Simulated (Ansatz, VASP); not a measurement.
**Sn in VASP and in Ansatz**

```
Sn
1.0
     0.00000    3.52585    2.75016
     3.52585    0.00000    2.75016
     3.52585    3.52585    0.00000
Sn
2
Direct
  0.50000 0.50000 0.50000
  0.75000 0.75000 0.75000
```

Alike in both runs: task single point; functional PBEsol; k mesh 14 × 14 × 14; occupations gaussian, width 0.15 eV; no spin polarisation.

```csv
,VASP,Ansatz
version,VASP 6.6.1,Ansatz 0.2.0
potentials or method,"VASP PAW PBE potentials, release 64 (Sn_d), cutoff 520 eV","scalar-relativistic, plane waves, PAW"
valence electrons in the cell,28,28
```

```csv
,VASP,Ansatz,Ansatz less VASP
gap on the k mesh at the Fermi level (eV),none,none,-
pressure (GPa),-0.1,0.0,+0.08
"traceless stress, the component that is largest in VASP (GPa)",2.31,2.31,-0.002
```

VASP's potentials were made for PBE, not for PBEsol. A gap of «none» marks a metal or a gap that the smearing closes. The functional is the same, so the differences come from potentials, cutoffs and numerics.
